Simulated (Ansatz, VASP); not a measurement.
# Two plane-wave programs on Si3Br

File INCAR:

```
ALGO     = Normal         # electronic algorithm
EDIFF    = 1E-7           # SCF threshold, eV
ENCUT    = 520            # plane-wave cutoff, eV
GGA      = PE             # functional
ISIF     = 2              # what is computed and relaxed
ISMEAR   = 0              # smearing method
LASPH    = T              # aspherical terms in the spheres
LCHARG   = T              # write CHGCAR
LELF     = T              # ELF
LREAL    = F              # projectors in reciprocal space
LVHAR    = T            
LWAVE    = F              # write WAVECAR
NBANDS   = 18             # bands
NELM     = 60             # most SCF steps
PREC     = Accurate       # precision mode
SIGMA    = 0.1            # smearing width, eV
```

Contents of KPOINTS:

```
k-points
0
Gamma
  4 4 4
```

File POSCAR:

```
Si3Br
1.0
    4.1561319537      0.0000000000      0.0000000000
    0.0000000000      4.1561319537      0.0000000000
    0.0000000000      0.0000000000      4.1134127181
Si Br
3 1
Direct
    0.0000000000      0.5000000000      0.5000000000
    0.5000000000      0.0000000000      0.5000000000
    0.5000000000      0.5000000000      0.0000000000
    0.0000000000      0.0000000000      0.0000000000
```

Input for Ansatz:

```yaml
crystal:
  lattice:
    - [4.1561319537, 0.0, 0.0]
    - [0.0, 4.1561319537, 0.0]
    - [0.0, 0.0, 4.1134127181]
  atoms:
    - { symbol: Si, position: [0.0, 0.5, 0.5] }
    - { symbol: Si, position: [0.5, 0.0, 0.5] }
    - { symbol: Si, position: [0.5, 0.5, 0.0] }
    - { symbol: Br, position: [0.0, 0.0, 0.0] }
basis:
  ecutwfc: 420
kpoints:
  mp_grid: { grid: [4, 4, 4] }
hamiltonian:
  xc: pbe
scf:
  occupations: { method: gaussian, width: 0.1 }
  lower_state_search: "off"
output:
  forces: true
  stress: true
  eigenvalues: true
```

Alike in both runs: task single point; functional PBE; k mesh 4 × 4 × 4; occupations gaussian, width 0.1 eV; no spin polarisation.

|  | VASP | Ansatz |
| --- | --- | --- |
| version | VASP 6.6.1 | Ansatz 0.2.0 |
| potentials or method | VASP PAW PBE potentials, release 64 (Si, Br), cutoff 520 eV | scalar-relativistic, plane waves, PAW |
| valence electrons in the cell | 19 | 19 |

```tsv
	VASP	Ansatz	Ansatz less VASP
gap on the k mesh at the Fermi level (eV)	none	none	-
pressure (GPa)	4.7	4.7	-0.02
traceless stress, the component that is largest in VASP (GPa)	-0.37	-0.38	-0.006
```

A gap of «none» marks a metal or a gap that the smearing closes. With one functional, cell and mesh, what is left measures potentials, basis and numerics.

The k mesh is coarse, so the values compare programs but aren't converged.
